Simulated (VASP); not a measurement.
# ZnO (P6_3mc) in VASP: further runs

The runs below take ZnO through single point, with LDA.

Everything below comes from runs of VASP 6.6.1. Logs are shortened: lines on timing, memory, paths and dates and some standing lists are left out, and cuts for length are marked.

## Step 1: The cell of the first run

It takes space group P6_3mc (No. 186, hexagonal). The conventional cell has a = 3.145 Å, b = 3.145 Å, c = 5.086 Å, α = 90.00°, β = 90.00°, γ = 120.00°. Zn (site symmetry 3m) has 4 O at 1.92 Å within 2.5 Å. Within 2.5 Å of O (site symmetry 3m) lie 4 Zn at 1.92 Å.

## Step 2: Single point, LDA

INCAR reads:

```
SYSTEM = ZnO
ALGO = Normal
EDIFF = 1E-6
ENCUT = 520
ISIF = 2
ISMEAR = 0
LASPH = .True.
LCHARG = .False.
LREAL = .False.
LWAVE = .False.
NBANDS = 26
NELM = 80
PREC = Accurate
SIGMA = 0.01
```

KPOINTS reads:

```
k-points
0
Gamma
  8 8 4
  0 0 0
```

POSCAR reads:

```
ZnO
1.0
    3.1446186832      0.0000000000      0.0000000000
   -1.5723093416      2.7233196648      0.0000000000
    0.0000000000      0.0000000000      5.0859405443
Zn O
2 2
Direct
    0.3333333333      0.6666666667      0.5003939598
    0.6666666667      0.3333333333      0.0003939598
    0.6666666667      0.3333333333      0.3786160402
    0.3333333333      0.6666666667      0.8786160402
```

Potentials or basis: VASP PAW LDA potentials, release 64 (Zn, O).

The run is started by

```sh
> cat potpaw_LDA.64/Zn/POTCAR potpaw_LDA.64/O/POTCAR > POTCAR
> mpirun -np 1 vasp_std > vasp.out
```

OUTCAR:

```text
SYSTEM = ZnO
   EDIFF = 1E-6
   ENCUT = 520
   ISIF = 2
   ISMEAR = 0
   LASPH = .True.
   LREAL = .False.
   NELM = 80
   PREC = Accurate

 ion  position               nearest neighbor table
   1  0.333  0.667  0.500-   3 1.92   3 1.92   3 1.92   4 1.92
   2  0.667  0.333  0.000-   4 1.92   4 1.92   4 1.92   3 1.92
   3  0.667  0.333  0.379-   1 1.92   1 1.92   1 1.92   2 1.92
   4  0.333  0.667  0.879-   2 1.92   2 1.92   2 1.92   1 1.92

  LATTYP: Found a hexagonal cell.
 ALAT       =     3.1446186832
 C/A-ratio  =     1.6173473024

  Lattice vectors:

 A1 = (   3.1446186832,   0.0000000000,   0.0000000000)
 A2 = (  -1.5723093416,   2.7233196648,   0.0000000000)
 A3 = (   0.0000000000,   0.0000000000,   5.0859405443)

Analysis of symmetry for initial positions (statically):
=====================================================================
 Subroutine PRICEL returns:
 Original cell was already a primitive cell.

 Routine SETGRP: Setting up the symmetry group for a
 hexagonal supercell.

 Subroutine GETGRP returns: Found 12 space group operations
 (whereof  6 operations were pure point group operations)
 out of a pool of 24 trial point group operations.

The static configuration has the point symmetry C_3v.
 The point group associated with its full space group is C_6v.

Analysis of symmetry for dynamics (positions and initial velocities):
=====================================================================
 Subroutine PRICEL returns:
 Original cell was already a primitive cell.

 Routine SETGRP: Setting up the symmetry group for a
 hexagonal supercell.

 Subroutine GETGRP returns: Found 12 space group operations
 (whereof  6 operations were pure point group operations)
 out of a pool of 24 trial point group operations.

The dynamic configuration has the point symmetry C_3v.
 The point group associated with its full space group is C_6v.

 Subroutine INISYM returns: Found 12 space group operations
 (whereof  6 operations are pure point group operations),
 and found     1 'primitive' translations

----------------------------------------------------------------------------------------

                                     Primitive cell

  volume of cell :      43.5550

  direct lattice vectors                    reciprocal lattice vectors
     3.144618683  0.000000000  0.000000000     0.318003580  0.183599453  0.000000000
    -1.572309342  2.723319665  0.000000000     0.000000000  0.367198905  0.000000000
     0.000000000  0.000000000  5.085940544     0.000000000  0.000000000  0.196620466

  length of vectors
     3.144618683  3.144618683  5.085940544     0.367198905  0.367198905  0.196620466

  position of ions in fractional coordinates (direct lattice)
     0.333333333  0.666666667  0.500393960
     0.666666667  0.333333333  0.000393960
     0.666666667  0.333333333  0.378616040
     0.333333333  0.666666667  0.878616040

  ion indices of the primitive-cell ions
   primitive index   ion index
                 1           1
                 2           2
                 3           3
                 4           4

----------------------------------------------------------------------------------------

 KPOINTS: k-points

Automatic generation of k-mesh.
 Grid dimensions read from file:
 generate k-points for:    8    8    4

 Generating k-lattice:

  Cartesian coordinates                     Fractional coordinates (reciprocal lattice)
     0.039750448  0.022949932  0.000000000     0.125000000  0.000000000  0.000000000
     0.000000000  0.045899863  0.000000000     0.000000000  0.125000000  0.000000000
     0.000000000  0.000000000  0.049155117     0.000000000  0.000000000  0.250000000

  Length of vectors
     0.045899863  0.045899863  0.049155117

  Shift w.r.t. Gamma in fractional coordinates (k-lattice)
     0.000000000  0.000000000  0.000000000

 Subroutine IBZKPT returns following result:
 ===========================================

 Found     30 irreducible k-points:

 Following reciprocal coordinates:
            Coordinates               Weight
  0.000000  0.000000  0.000000      1.000000
  0.125000  0.000000  0.000000      6.000000
  0.250000  0.000000  0.000000      6.000000
  0.375000  0.000000  0.000000      6.000000
  0.500000  0.000000  0.000000      3.000000
  0.125000  0.125000  0.000000      6.000000
[... 16 lines left out ...]
  0.250000  0.000000  0.500000      6.000000
  0.375000  0.000000  0.500000      6.000000
 [... further k-points ...]
   k-points           NKPTS =     30   k-points in BZ     NKDIM =     30   number of bands    NBANDS=     26
   number of dos      NEDOS =    301   number of ions     NIONS =      4
   total plane-waves  NPLWV =  23040
   dimension x,y,z NGX =    24 NGY =   24 NGZ =   40
   dimension x,y,z NGXF=    48 NGYF=   48 NGZF=   80
   ions per type =               2   2
   NGX,Y,Z   is equivalent  to a cutoff of  12.69, 12.69, 13.07 a.u.
   NGXF,Y,Z  is equivalent  to a cutoff of  25.38, 25.38, 26.15 a.u.
 SYSTEM =  ZnO
   PREC   = accura    normal or accurate (medium, high low for compatibility)
   ISTART =      0    job   : 0-new  1-cont  2-samecut
   ICHARG =      2    charge: 1-file 2-atom 10-const
   ISPIN  =      1    spin polarized calculation?
   LNONCOLLINEAR =      F non collinear calculations
   LSORBIT =      F    spin-orbit coupling
   LASPH  =      T    aspherical Exc in radial PAW
   ENCUT  =  520.0 eV  38.22 Ry    6.18 a.u.   5.85  5.85  9.46*2*pi/ulx,y,z
   NELM   =     80;   NELMIN=  2; NELMDL= -5     # of ELM steps
   EDIFF  = 0.1E-05   stopping-criterion for ELM
   LREAL  =      F    real-space projection
   EDIFFG = 0.1E-04   stopping-criterion for IOM
   NSW    =      0    number of steps for IOM
   IBRION =     -1    ionic relax: 0-MD 1-quasi-New 2-CG
   NFREE  =      0    steps in history (QN), initial steepest desc. (CG)
   ISIF   =      2    stress and relaxation
   ISYM   =      2    0-nonsym 1-usesym 2-fastsym
   POTIM  = 0.5000    time-step for ionic-motion
   TEBEG  =    0.0;   TEEND  =   0.0 temperature during run
   PSTRESS=    0.0 pullay stress
   NELECT =      36.0000    total number of electrons
   NUPDOWN=      -1.0000    fix difference up-down
   EMIN   =  10.00;   EMAX   =-10.00  energy-range for DOS
   EFERMI =   0.00;   METHOD = LEGACY
   ISMEAR =     0;   SIGMA  =   0.01  broadening in eV -4-tet -1-fermi 0-gaus
   EFERMI_NEDOS =   21; number of points for ismear=-14 and -15
   IALGO  =     38    algorithm
   IMIX   =      4    mixing-type and parameters
     AMIX     =   0.40;   BMIX     =  1.00
     AMIX_MAG =   1.60;   BMIX_MAG =  1.00
  volume/ion in A,a.u.               =      10.89        73.48
  Fermi-wavevector in a.u.,A,eV,Ry     =   1.536372  2.903322 32.115719  2.360439
  Thomas-Fermi vector in A             =   2.643030
   LORBIT       =      0    0 simple, 1 ext, 2 COOP (PROOUT), +10 PAW based schemes
   GGA     = CA    functional components
   LHFCALC =     F    Hartree Fock is set to
   AEXX    =    0.0000 exact exchange contribution
   IVDW    =     0    specifies the selected vdW correction
   LEPSILON=     F    determine dielectric tensor
   LRPA    =     F    only Hartree local field effects (RPA)
 non-spin polarized calculation
 Gauss-broadening in eV      SIGMA  =   0.01
  energy-cutoff  :      520.00
  volume of cell :       43.55
 maximum number of plane-waves:      1186
 NGX is ok and might be reduce to    24
   NGX = 11   NGY = 11   NGZ = 19

 number of electron      35.9999958 magnetization

 Free energy of the ion-electron system (eV)
  ---------------------------------------------------
  ext. energy  EPLUGINS =         0.00000000
  ---------------------------------------------------
  free energy    TOTEN  =       -21.10091479 eV

  energy without entropy =      -21.10091479  energy(sigma->0) =      -21.10091479

 E-fermi :   1.8556     XC(G=0): -11.9420

 val. band max:        1.7553139563   @ k =   0.0000   0.0000   0.0000
 cond. band min:       2.6269616297   @ k =   0.0000   0.0000   0.0000
 fundamental gap:      0.8716476735
 Fermi energy:         1.8555529685

 k-point     1 :       0.0000    0.0000    0.0000
  band No.  band energies     occupation
      1     -16.8307      2.00000
      2     -15.9182      2.00000
      3      -4.7147      2.00000
      4      -4.5089      2.00000
      5      -4.5089      2.00000
      6      -4.4697      2.00000
[... 18 lines left out ...]
     25      16.3394      0.00000
     26      16.3394      0.00000

 k-point     2 :       0.1250    0.0000    0.0000
  band No.  band energies     occupation
      1     -16.7238      2.00000
      2     -15.8703      2.00000
      3      -4.6606      2.00000
      4      -4.5390      2.00000
      5      -4.4536      2.00000
      6      -4.4146      2.00000
[... 18 lines left out ...]
     25      16.2608      0.00000
     26      16.5322      0.00000

 k-point     3 :       0.2500    0.0000    0.0000
  band No.  band energies     occupation
      1     -16.4468      2.00000
      2     -15.7626      2.00000
      3      -4.8719      2.00000
      4      -4.4611      2.00000
      5      -4.3340      2.00000
      6      -4.2511      2.00000
[... 18 lines left out ...]
     25      15.4662      0.00000
     26      16.3751      0.00000

 k-point     4 :       0.3750    0.0000    0.0000
  band No.  band energies     occupation
      1     -16.1242      2.00000
      2     -15.6828      2.00000
      3      -4.9566      2.00000
      4      -4.5825      2.00000
      5      -4.2458      2.00000
      6      -4.0159      2.00000
[... 18 lines left out ...]
     25      15.3641      0.00000
     26      16.3849      0.00000
[... 496 lines left out ...]
      1     -16.3095      2.00000
      2     -16.3095      2.00000
      3      -4.8905      2.00000
      4      -4.8905      2.00000
      5      -4.3833      2.00000
      6      -4.3833      2.00000
[... 18 lines left out ...]
     25      15.3879      0.00000
     26      15.3879      0.00000

 k-point    23 :       0.2500    0.0000    0.5000
  band No.  band energies     occupation
      1     -16.1067      2.00000
      2     -16.1067      2.00000
      3      -5.0115      2.00000
      4      -5.0115      2.00000
      5      -4.2359      2.00000
      6      -4.2359      2.00000
[... 18 lines left out ...]
     25      15.6641      0.00000
     26      15.6641      0.00000

 k-point    24 :       0.3750    0.0000    0.5000
  band No.  band energies     occupation
      1     -15.8948      2.00000
      2     -15.8948      2.00000
      3      -5.0969      2.00000
      4      -5.0969      2.00000
      5      -4.0356      2.00000
      6      -4.0356      2.00000
[... 18 lines left out ...]
     25      15.8072      0.00000
     26      15.8072      0.00000

 [... further k-points ...]
[... 5 lines left out ...]
  --------------------------------------------------------------------------------------
  -------------------------------------------------------------------------------------
  Total        2.2914958      2.2914958      2.2896387      0.0000000      0.0000000      0.0000000
  in kB       84.2930466     84.2930466     84.2247331      0.0000000      0.0000000      0.0000000
  external PRESSURE =      84.2702754 kB  Pullay stress =       0.0000000 kB

 VOLUME and BASIS-vectors are now :
 -----------------------------------------------------------------------------
  energy-cutoff  :      520.00
  volume of cell :       43.55
      direct lattice vectors                 reciprocal lattice vectors
     3.144618683  0.000000000  0.000000000     0.318003580  0.183599453  0.000000000
    -1.572309342  2.723319665  0.000000000     0.000000000  0.367198905  0.000000000
     0.000000000  0.000000000  5.085940544     0.000000000  0.000000000  0.196620466

 POSITION                                       TOTAL-FORCE (eV/Angst)
 -----------------------------------------------------------------------------------
     -0.00000      1.81555      2.54497         0.000000     -0.000000      0.001438
      1.57231      0.90777      0.00200         0.000000      0.000000      0.001438
      1.57231      0.90777      1.92562        -0.000000     -0.000000     -0.001438
     -0.00000      1.81555      4.46859         0.000000      0.000000     -0.001438
 -----------------------------------------------------------------------------------
    total drift:                                0.000000      0.000000     -0.000838

  FREE ENERGIE OF THE ION-ELECTRON SYSTEM (eV)
  ---------------------------------------------------
  free  energy   TOTEN  =       -21.1009147911 eV

  energy  without entropy=      -21.1009147911  energy(sigma->0) =      -21.10091479
```

Wall time 40 s (1 thread of Intel Xeon 8259CL, shared host); peak memory 0.15 GiB.

What came out:

| Property | Result |
| --- | --- |
| Free energy | -21.1009 eV |
| Pressure | 8.4 GPa |
| Band gap on the k mesh | 0.87 eV, direct |

(Part 1 of 2 ends here.)
